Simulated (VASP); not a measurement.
**HgTe: single point with PBEsol**

HgTe, a slab with vacuum:

```
Hg Te
1.0
     4.60452    0.00000    0.00000
     0.00000    6.51177    0.00000
     0.00000    0.00000   24.20904
Hg Te
5 5
Direct
  0.50000 0.50000 0.30980
  0.00000 0.00000 0.40490
  0.50000 0.50000 0.50000
  0.00000 0.00000 0.59510
  0.50000 0.50000 0.69020
  0.00000 0.25000 0.30980
  0.50000 0.75000 0.40490
  0.00000 0.25000 0.50000
  0.50000 0.75000 0.59510
  0.00000 0.25000 0.69020
```

| Quantity | Value |
| --- | --- |
| Program | VASP 6.6.1 |
| Task | single point |
| Functional | PBEsol |
| Potentials or basis | VASP PAW PBE potentials, release 64 (Hg, Te) |
| Cutoff | 520 eV |
| k mesh | 1 × 1 × 1 |
| Occupations | gaussian, width 0.1 eV |
| Spin | no spin polarisation |

```yaml
Largest_force: 1.101 eV/Å
Band_gap_on_the_k_mesh: 0.04 eV
```

Forces on the atoms (eV/Å):
```
Hg   0.000  0.666 -0.142
Hg   0.000  1.092 -0.140
Hg   0.000  0.728  0.000
Hg   0.000  1.092  0.140
Hg   0.000  0.666  0.142
Te   0.000 -0.773 -0.561
Te   0.000 -0.930 -0.335
Te   0.000 -0.838  0.000
Te   0.000 -0.930  0.335
Te   0.000 -0.773  0.561
```

Levels at points of the mesh, in eV from the valence-band top:
```
           k point  band 43  band 44  band 45  band 46  band 47  band 48
(0.00, 0.00, 0.00)    -0.40    -0.16     0.00     0.04     0.93     1.68
```

Run time: 83 s on 1 thread of AMD EPYC 7R13 Processor (Zen 3), with other jobs on the host, peak memory 0.6 GiB.

Caveat: the k points lie up to 1.36 Å⁻¹ apart; the PAW data sets were made with another functional, which shifts forces and pressure a little; spin-orbit coupling is left out, which moves the levels of the heavy elements.
